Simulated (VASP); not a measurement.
A run of VASP 6.6.1:

File POSCAR:

```
AlN
1.0
    9.5656430000      0.0000000000      0.0000000000
    0.0000000000     11.0454530000      0.0000000000
    0.0000000000      0.0000000000     10.2062670000
Al N
48 48
Direct
    0.1570490000      0.0804270000      0.2532080000
    0.1468080000      0.0817540000      0.7507510000
    0.9938320000      0.3401910000      0.2323460000
    0.0007580000      0.3322220000      0.7534940000
    0.5017190000      0.0944520000      0.2618810000
    0.5200320000      0.0794160000      0.7446510000
    0.3277280000      0.3356880000      0.2474160000
    0.3227470000      0.3250230000      0.7544160000
    0.1873130000      0.5894760000      0.2576470000
    0.1681920000      0.5824110000      0.7573970000
    0.9961370000      0.8214440000      0.2509850000
    0.9927720000      0.8300940000      0.7548310000
    0.8292020000      0.0761430000      0.2528110000
    0.8416830000      0.0802170000      0.7533060000
    0.6620080000      0.3287220000      0.2502510000
    0.6517450000      0.3247520000      0.7292890000
    0.4952850000      0.5906730000      0.2224110000
    0.5026800000      0.5826400000      0.7402920000
    0.3562880000      0.8265100000      0.2551780000
    0.3245510000      0.8330030000      0.7409810000
    0.8395250000      0.5783530000      0.2522890000
    0.8263340000      0.5828160000      0.7606370000
    0.6852010000      0.8555810000      0.2366830000
    0.6643760000      0.8440450000      0.7443160000
    0.0098550000      0.1590270000      0.5022780000
    0.9966760000      0.1760500000      0.0134570000
    0.3070330000      0.1707510000      0.4866790000
    0.3382990000      0.1790390000      0.9767420000
    0.1732170000      0.4138580000      0.5067880000
    0.1635570000      0.4100470000      0.9883490000
    0.9882310000      0.6524930000      0.4946630000
    0.0087740000      0.6717540000      0.9911300000
    0.6589130000      0.1626630000      0.5091420000
    0.6643200000      0.1623230000      0.9972290000
    0.4889990000      0.4087630000      0.4894600000
    0.4968150000      0.4111330000      0.9882620000
    0.3414960000      0.6668090000      0.4893750000
    0.3385380000      0.6566420000      0.0041420000
    0.1427240000      0.9091570000      0.5025460000
    0.1590800000      0.9068120000      0.0017600000
    0.8233260000      0.4102870000      0.4862760000
    0.8228710000      0.4295240000      0.9881460000
    0.6697950000      0.6728900000      0.5081400000
    0.6681470000      0.6754680000      0.9972370000
    0.5161350000      0.9213660000      0.5045200000
    0.4993170000      0.9111490000      0.9884390000
    0.8304790000      0.9239030000      0.4910200000
    0.8129330000      0.9051940000      0.0080580000
    0.9838080000      0.1467050000      0.1985900000
    0.9916060000      0.1618340000      0.6864490000
    0.3436420000      0.1718490000      0.1977640000
    0.3299070000      0.1854640000      0.6800130000
    0.1720570000      0.4130610000      0.1753950000
    0.1855350000      0.4120740000      0.6861860000
    0.9935560000      0.6624630000      0.1753620000
    0.9834510000      0.6600060000      0.6775360000
    0.6559940000      0.1588490000      0.1900060000
    0.6608250000      0.1756970000      0.7113900000
    0.4924150000      0.3983520000      0.2044710000
    0.5087740000      0.4051120000      0.6984130000
    0.3399200000      0.6704680000      0.1883730000
    0.3375410000      0.6740860000      0.6834160000
    0.1648900000      0.9089950000      0.2035340000
    0.1727020000      0.9163270000      0.6793590000
    0.8311960000      0.4129490000      0.1848720000
    0.8356960000      0.4124170000      0.6771500000
    0.6570660000      0.6608400000      0.1796470000
    0.6823480000      0.6744480000      0.6931060000
    0.4878600000      0.9124180000      0.1989920000
    0.4926130000      0.9201590000      0.6828200000
    0.8598150000      0.9237990000      0.1910540000
    0.8252390000      0.9223390000      0.6902320000
    0.1691110000      0.0822460000      0.4495380000
    0.1613870000      0.0867130000      0.9456370000
    0.0044970000      0.3286010000      0.4411560000
    0.0039620000      0.3319360000      0.9480610000
    0.4982640000      0.0848750000      0.4470110000
    0.5057550000      0.0782380000      0.9214490000
    0.3438460000      0.3338630000      0.4475240000
    0.3491440000      0.3368990000      0.9460780000
    0.1821540000      0.5758170000      0.4283470000
    0.1657140000      0.5828840000      0.9400820000
    0.0015070000      0.8225140000      0.4490870000
    0.9940590000      0.8101680000      0.9469320000
    0.8300880000      0.0872980000      0.4451240000
    0.8251480000      0.0742600000      0.9329830000
    0.6568740000      0.3279680000      0.4470160000
    0.6889110000      0.3340230000      0.9415880000
    0.5401460000      0.5935810000      0.4217690000
    0.4918610000      0.5820250000      0.9450280000
    0.3271390000      0.8416930000      0.4304040000
    0.3430130000      0.8239350000      0.9149550000
    0.8386530000      0.5839870000      0.4317430000
    0.8467880000      0.5719160000      0.9378840000
    0.6629540000      0.8291970000      0.4455050000
    0.6676690000      0.8253000000      0.9231700000
```

The input INCAR.step1:

```
SYSTEM = AlN
ALGO     = Normal         ! electronic algorithm
EDIFF    = 1E-5           ! SCF threshold, eV
ENCUT    = 520            ! plane-wave cutoff, eV
GGA      = PE             ! functional
GGA_COMPAT= .False.      
ISIF     = 2              ! what is computed and relaxed
ISMEAR   = -1             ! smearing method
ISYM     = -1           
KPAR     = 1            
LASPH    = .True.         ! aspherical terms in the spheres
LCHARG   = .False.        ! write CHGCAR
LREAL    = Auto         
LWAVE    = .True.         ! write WAVECAR
NBANDS   = 246            ! bands
NELM     = 120            ! most SCF steps
PREC     = Accurate       ! precision mode
SIGMA    = 0.05           ! smearing width, eV
```

Contents of INCAR.step2:

```
SYSTEM = AlN
AEXX     = 0.25           ! exact-exchange fraction
ALGO     = Normal         ! electronic algorithm
EDIFF    = 1E-6           ! SCF threshold, eV
ENCUT    = 520            ! plane-wave cutoff, eV
GGA      = PE             ! functional
GGA_COMPAT= .False.      
ISIF     = 2              ! what is computed and relaxed
ISMEAR   = -1             ! smearing method
ISTART   = 1            
ISYM     = -1           
KPAR     = 1            
LASPH    = .True.         ! aspherical terms in the spheres
LCHARG   = .False.        ! write CHGCAR
LHFCALC  = .True.         ! exact exchange
LREAL    = Auto         
LWAVE    = .False.        ! write WAVECAR
NBANDS   = 246            ! bands
NELM     = 120            ! most SCF steps
PREC     = Accurate       ! precision mode
PRECFOCK = Fast         
SIGMA    = 0.05           ! smearing width, eV
```

The input KPOINTS:

```
explicit points
1
Reciprocal
  0.25000000   0.25000000   0.25000000 1
```

Potentials or basis: VASP PAW PBE potentials, release 64 (Al, N).

Run with:

```sh
$ cat potpaw_PBE.64/Al/POTCAR potpaw_PBE.64/N/POTCAR > POTCAR
$ cp INCAR.step1 INCAR
$ mpirun -np 4 vasp_std > vasp.out
$ cp INCAR.step2 INCAR
$ mpirun -np 4 vasp_std > vasp.out
```

Hardware: 4 MPI ranks on Intel(R) Xeon(R) Platinum 8259CL CPU @ 2.50GHz (Skylake/Cascade Lake), with other jobs on the host.

Problem. How long does it take, and how much memory?

Solution. Run time: 16 min on 4 MPI ranks on Intel(R) Xeon(R) Platinum 8259CL CPU @ 2.50GHz (Skylake/Cascade Lake), on a shared host, peak memory 0.79 GiB a rank. Counts: k points 1.
